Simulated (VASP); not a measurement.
# Tl2Cr (P6/mmm) in VASP: further runs

Runs on Tl2Cr. Level: PBE. Tasks: single point, relaxation of cell and atoms.

Everything below comes from runs of VASP 6.6.1. Logs are shortened: lines on timing, memory, paths and dates and some standing lists are left out, and cuts for length are marked.

## 1. The cell of the first run

Symmetry: P6/mmm, No. 191, hexagonal system. The conventional cell has a = 5.212 Å, b = 5.212 Å, c = 3.313 Å, α = 90.00°, β = 90.00°, γ = 120.00°. Within 4.4 Å of Cr (site symmetry 6/mmm) lie 2 Cr at 3.31 Å and 12 Tl at 3.43 Å. Tl (site symmetry -6m2) has 5 Tl at 3.01 to 3.31 Å and 6 Cr at 3.43 Å within 4.0 Å.

## 2. Single point, PBE, collinear spin, ferromagnetic start

Contents of INCAR:

```
ALGO = Normal ; EDIFF = 1E-6
ENCUT = 520 ; GGA = PE
ISIF = 2 ; ISMEAR = 0
ISPIN = 2 ; LASPH = True
LCHARG = False ; LMAXMIX = 4
LORBIT = 11 ; LREAL = False
LWAVE = False ; MAGMOM = 4.55 0 0
NBANDS = 30 ; NELM = 150
PREC = Accurate ; SIGMA = 0.1
```

Contents of KPOINTS:

```
k-points
0
Gamma
  6 6 6
```

Contents of POSCAR:

```
Tl2Cr
1.0
    5.2120412361      0.0000000000      0.0000000000
   -2.6060206181      4.5137601161      0.0000000000
    0.0000000000      0.0000000000      3.3127223111
Cr Tl
1 2
Direct
    0.0000000000      0.0000000000      0.0000000000
    0.3333333333      0.6666666667      0.5000000000
    0.6666666667      0.3333333333      0.5000000000
```

Potentials or basis: VASP PAW PBE potentials, release 64 (Cr_pv, Tl_d).

Run with:

```bash
> cat potpaw_PBE.64/Cr_pv/POTCAR potpaw_PBE.64/Tl_d/POTCAR > POTCAR
> mpirun -np 1 vasp_std > vasp.out
```

OUTCAR:

```text
EDIFF = 1E-6
   ENCUT = 520
   GGA = PE
   ISIF = 2
   ISMEAR = 0
   ISPIN = 2
   LASPH = True
   LORBIT = 11
   LREAL = False
   NELM = 150
   PREC = Accurate

 ion  position               nearest neighbor table
   1  0.000  0.000  0.000-   2 3.43   3 3.43   2 3.43   3 3.43   3 3.43   3 3.43   2 3.43   2 3.43
                             3 3.43   3 3.43   2 3.43   2 3.43
   2  0.333  0.667  0.500-   3 3.01   3 3.01   3 3.01   1 3.43   1 3.43   1 3.43   1 3.43   1 3.43
                             1 3.43
   3  0.667  0.333  0.500-   2 3.01   2 3.01   2 3.01   1 3.43   1 3.43   1 3.43   1 3.43   1 3.43
                             1 3.43

  LATTYP: Found a hexagonal cell.
 ALAT       =     5.2120412361
 C/A-ratio  =     0.6355901961

  Lattice vectors:

 A1 = (   5.2120412361,   0.0000000000,   0.0000000000)
 A2 = (  -2.6060206181,   4.5137601161,   0.0000000000)
 A3 = (   0.0000000000,   0.0000000000,   3.3127223111)

Analysis of symmetry for initial positions (statically):
=====================================================================
 Subroutine PRICEL returns:
 Original cell was already a primitive cell.

 Routine SETGRP: Setting up the symmetry group for a
 hexagonal supercell.

 Subroutine GETGRP returns: Found 24 space group operations
 (whereof 24 operations were pure point group operations)
 out of a pool of 24 trial point group operations.

The static configuration has the point symmetry D_6h.

Analysis of symmetry for dynamics (positions and initial velocities):
=====================================================================
 Subroutine PRICEL returns:
 Original cell was already a primitive cell.

 Routine SETGRP: Setting up the symmetry group for a
 hexagonal supercell.

 Subroutine GETGRP returns: Found 24 space group operations
 (whereof 24 operations were pure point group operations)
 out of a pool of 24 trial point group operations.

The dynamic configuration has the point symmetry D_6h.

Analysis of structural, dynamic, and magnetic symmetry:
=====================================================================
 Subroutine PRICEL returns:
 Original cell was already a primitive cell.

 Routine SETGRP: Setting up the symmetry group for a
 hexagonal supercell.

 Subroutine GETGRP returns: Found 24 space group operations
 (whereof 24 operations were pure point group operations)
 out of a pool of 24 trial point group operations.

The overall configuration has the point symmetry D_6h.

 Subroutine INISYM returns: Found 24 space group operations
 (whereof 24 operations are pure point group operations),
 and found     1 'primitive' translations

----------------------------------------------------------------------------------------

                                     Primitive cell

  volume of cell :      77.9348

  direct lattice vectors                    reciprocal lattice vectors
     5.212041236  0.000000000  0.000000000     0.191863409  0.110772391  0.000000000
    -2.606020618  4.513760116  0.000000000     0.000000000  0.221544782  0.000000000
     0.000000000  0.000000000  3.312722311     0.000000000  0.000000000  0.301866533

  length of vectors
     5.212041236  5.212041236  3.312722311     0.221544782  0.221544782  0.301866533

  position of ions in fractional coordinates (direct lattice)
     0.000000000  0.000000000  0.000000000
     0.333333333  0.666666667  0.500000000
     0.666666667  0.333333333  0.500000000

  ion indices of the primitive-cell ions
   primitive index   ion index
                 1           1
                 2           2
                 3           3

----------------------------------------------------------------------------------------

 KPOINTS: k-points

Automatic generation of k-mesh.
 Grid dimensions read from file:
 generate k-points for:    6    6    6

 Generating k-lattice:

  Cartesian coordinates                     Fractional coordinates (reciprocal lattice)
     0.031977235  0.018462065  0.000000000     0.166666667  0.000000000  0.000000000
     0.000000000  0.036924130  0.000000000     0.000000000  0.166666667  0.000000000
     0.000000000  0.000000000  0.050311089     0.000000000  0.000000000  0.166666667

  Length of vectors
     0.036924130  0.036924130  0.050311089

  Shift w.r.t. Gamma in fractional coordinates (k-lattice)
     0.000000000  0.000000000  0.000000000

 Subroutine IBZKPT returns following result:
 ===========================================

 Found     28 irreducible k-points:

 Following reciprocal coordinates:
            Coordinates               Weight
  0.000000  0.000000  0.000000      1.000000
  0.166667 -0.000000  0.000000      6.000000
  0.333333  0.000000  0.000000      6.000000
  0.500000  0.000000  0.000000      3.000000
  0.166667  0.166667  0.000000      6.000000
  0.333333  0.166667  0.000000     12.000000
[... 16 lines left out ...]
  0.166667 -0.000000  0.500000      6.000000
  0.333333  0.000000  0.500000      6.000000
 [... further k-points ...]
   k-points           NKPTS =     28   k-points in BZ     NKDIM =     28   number of bands    NBANDS=     30
   number of dos      NEDOS =    301   number of ions     NIONS =      3
   total plane-waves  NPLWV =  44800
   dimension x,y,z NGX =    40 NGY =   40 NGZ =   28
   dimension x,y,z NGXF=    80 NGYF=   80 NGZF=   56
   ions per type =               1   2
   NGX,Y,Z   is equivalent  to a cutoff of  12.76, 12.76, 14.05 a.u.
   NGXF,Y,Z  is equivalent  to a cutoff of  25.52, 25.52, 28.10 a.u.
 SYSTEM =  unknown system
   PREC   = accura    normal or accurate (medium, high low for compatibility)
   ISTART =      0    job   : 0-new  1-cont  2-samecut
   ICHARG =      2    charge: 1-file 2-atom 10-const
   ISPIN  =      2    spin polarized calculation?
   LNONCOLLINEAR =      F non collinear calculations
   LSORBIT =      F    spin-orbit coupling
   LASPH  =      T    aspherical Exc in radial PAW
   ENCUT  =  520.0 eV  38.22 Ry    6.18 a.u.   9.69  9.69  6.16*2*pi/ulx,y,z
   NELM   =    150;   NELMIN=  2; NELMDL= -5     # of ELM steps
   EDIFF  = 0.1E-05   stopping-criterion for ELM
   LREAL  =      F    real-space projection
   EDIFFG = 0.1E-04   stopping-criterion for IOM
   NSW    =      0    number of steps for IOM
   IBRION =     -1    ionic relax: 0-MD 1-quasi-New 2-CG
   NFREE  =      0    steps in history (QN), initial steepest desc. (CG)
   ISIF   =      2    stress and relaxation
   ISYM   =      2    0-nonsym 1-usesym 2-fastsym
   POTIM  = 0.5000    time-step for ionic-motion
   TEBEG  =    0.0;   TEEND  =   0.0 temperature during run
   PSTRESS=    0.0 pullay stress
   NELECT =      38.0000    total number of electrons
   NUPDOWN=      -1.0000    fix difference up-down
   EMIN   =  10.00;   EMAX   =-10.00  energy-range for DOS
   EFERMI =   0.00;   METHOD = LEGACY
   ISMEAR =     0;   SIGMA  =   0.10  broadening in eV -4-tet -1-fermi 0-gaus
   EFERMI_NEDOS =   21; number of points for ismear=-14 and -15
   IALGO  =     38    algorithm
   IMIX   =      4    mixing-type and parameters
     AMIX     =   0.40;   BMIX     =  1.00
     AMIX_MAG =   1.60;   BMIX_MAG =  1.00
  volume/ion in A,a.u.               =      25.98       175.31
  Fermi-wavevector in a.u.,A,eV,Ry     =   1.288523  2.434956 22.589645  1.660292
  Thomas-Fermi vector in A             =   2.420472
   LORBIT       =     11    0 simple, 1 ext, 2 COOP (PROOUT), +10 PAW based schemes
   GGA     = PE    functional components
   LHFCALC =     F    Hartree Fock is set to
   AEXX    =    0.0000 exact exchange contribution
   IVDW    =     0    specifies the selected vdW correction
   LEPSILON=     F    determine dielectric tensor
   LRPA    =     F    only Hartree local field effects (RPA)
 spin polarized calculation
 Gauss-broadening in eV      SIGMA  =   0.10
  energy-cutoff  :      520.00
  volume of cell :       77.93
 maximum number of plane-waves:      2125
 NGX is ok and might be reduce to    40
   NGX = 19   NGY = 19   NGZ = 13

 number of electron      37.9999990 magnetization       4.4926356

 Free energy of the ion-electron system (eV)
  ---------------------------------------------------
  ext. energy  EPLUGINS =         0.00000000
  ---------------------------------------------------
  free energy    TOTEN  =       -11.95817028 eV

  energy without entropy =      -11.95309647  energy(sigma->0) =      -11.95563338

 E-fermi :   6.2468     XC(G=0): -10.2117

 val. band max:        6.2428840605   @ k =   0.0000   0.0000   0.5000
 cond. band min:       6.3050780879   @ k =   0.5000   0.0000   0.3333
 fundamental gap:      0.0621940274
 Fermi energy:         6.2468370058

 spin component 1

 k-point     1 :       0.0000    0.0000    0.0000
  band No.  band energies     occupation
      1     -37.5875      1.00000
      2     -37.5875      1.00000
      3     -37.5670      1.00000
      4      -5.7679      1.00000
      5      -5.4058      1.00000
      6      -5.4058      1.00000
[... 22 lines left out ...]
     29      17.9991      0.00000
     30      19.4483      0.00000
[... 728 lines left out ...]
  band No.  band energies     occupation
      1     -37.5965      1.00000
      2     -37.5850      1.00000
      3     -37.5850      1.00000
      4      -5.5974      1.00000
      5      -5.5673      1.00000
      6      -5.5486      1.00000
[... 22 lines left out ...]
     29      13.8557      0.00000
     30      14.4525      0.00000

 [... further k-points ...]

 spin component 2

 k-point     1 :       0.0000    0.0000    0.0000
  band No.  band energies     occupation
      1     -33.5989      1.00000
      2     -33.5989      1.00000
      3     -33.5916      1.00000
      4      -5.7847      1.00000
      5      -5.4132      1.00000
      6      -5.4132      1.00000
[... 22 lines left out ...]
     29      18.3804      0.00000
     30      19.3843      0.00000
[... 728 lines left out ...]
  band No.  band energies     occupation
      1     -33.6255      1.00000
      2     -33.5958      1.00000
      3     -33.5958      1.00000
      4      -5.6057      1.00000
      5      -5.5738      1.00000
      6      -5.5535      1.00000
[... 22 lines left out ...]
     29      15.3799      0.00000
     30      15.7661      0.00000

 [... further k-points ...]
[... 5 lines left out ...]
  --------------------------------------------------------------------------------------
  -------------------------------------------------------------------------------------
  Total        0.1114629      0.1114629     -0.0981790     -0.0000000     -0.0000000      0.0000000
  in kB        2.2914461      2.2914461     -2.0183553     -0.0000000     -0.0000000      0.0000000
  external PRESSURE =       0.8548456 kB  Pullay stress =       0.0000000 kB

 VOLUME and BASIS-vectors are now :
 -----------------------------------------------------------------------------
  energy-cutoff  :      520.00
  volume of cell :       77.93
      direct lattice vectors                 reciprocal lattice vectors
     5.212041236  0.000000000  0.000000000     0.191863409  0.110772391  0.000000000
    -2.606020618  4.513760116  0.000000000     0.000000000  0.221544782  0.000000000
     0.000000000  0.000000000  3.312722311     0.000000000  0.000000000  0.301866533

 POSITION                                       TOTAL-FORCE (eV/Angst)
 -----------------------------------------------------------------------------------
      0.00000      0.00000      0.00000        -0.000000      0.000000      0.000000
     -0.00000      3.00917      1.65636         0.000000      0.000000      0.000000
      2.60602      1.50459      1.65636        -0.000000      0.000000     -0.000000
 -----------------------------------------------------------------------------------
    total drift:                               -0.000000      0.000000      0.000000

  FREE ENERGIE OF THE ION-ELECTRON SYSTEM (eV)
  ---------------------------------------------------
  free  energy   TOTEN  =       -11.9581702842 eV

  energy  without entropy=      -11.9530964702  energy(sigma->0) =      -11.95563338

 total charge

# of ion       s       p       d       tot
------------------------------------------
    1        0.221   6.065   4.143  10.428
    2        1.132   0.489   9.637  11.258
    3        1.132   0.489   9.637  11.258
--------------------------------------------------
tot          2.485   7.043  23.417  32.944

 magnetization (x)

# of ion       s       p       d       tot
------------------------------------------
    1        0.082   0.027   3.934   4.042
    2        0.022  -0.054   0.012  -0.020
    3        0.022  -0.054   0.012  -0.020
--------------------------------------------------
tot          0.126  -0.082   3.959   4.002
```

Run time: 2.4 min. Hardware: 1 thread of AMD EPYC 7R43 (Zen 3), shared host; peak memory 0.26 GiB.

What came out:

* Free energy: -11.9582 eV
* Pressure: 0.1 GPa
* Net moment: 4.49 μB per cell
* Site moments: Cr +4.04; Tl -0.02 μB
* Valence electrons inside the program's atomic spheres: Cr 10.43; Tl 11.26

Stress tensor (GPa, compression positive):
```
 0.23  0.00  0.00
 0.00  0.23  0.00
 0.00  0.00 -0.20
```

Levels at points of the mesh, in eV from the Fermi level:
Spin up:
```
           k point  band 19  band 20  band 21  band 22  band 23  band 24
(0.00, 0.00, 0.00)    -0.71    -0.71     1.05     1.05     1.09     1.20
(0.50, 0.00, 0.00)    -1.19    -0.77    -0.70    -0.39     5.15     5.95
(0.00, 0.00, 0.50)    -1.03    -0.82     0.00     1.90     1.90     2.13
(0.50, 0.00, 0.50)    -0.97    -0.89    -0.78     0.61     0.68     1.79
```
Spin down:
```tsv
k point	band 14	band 15	band 16	band 17	band 18	band 19	band 20	band 21
(0.00, 0.00, 0.00)	-9.64	-3.37	-1.05	-1.05	0.80	1.70	1.70	2.95
(0.50, 0.00, 0.00)	-8.09	-6.92	-2.06	-1.45	1.79	2.02	2.76	2.96
(0.00, 0.00, 0.50)	-6.77	-3.48	-0.87	1.29	1.29	1.78	1.78	2.02
(0.50, 0.00, 0.50)	-5.65	-4.39	-1.90	-0.91	-0.55	1.38	2.17	2.56
```

Caveat: spin-orbit coupling is left out, which moves the levels of the heavy elements.

[end of part 1 of 2]
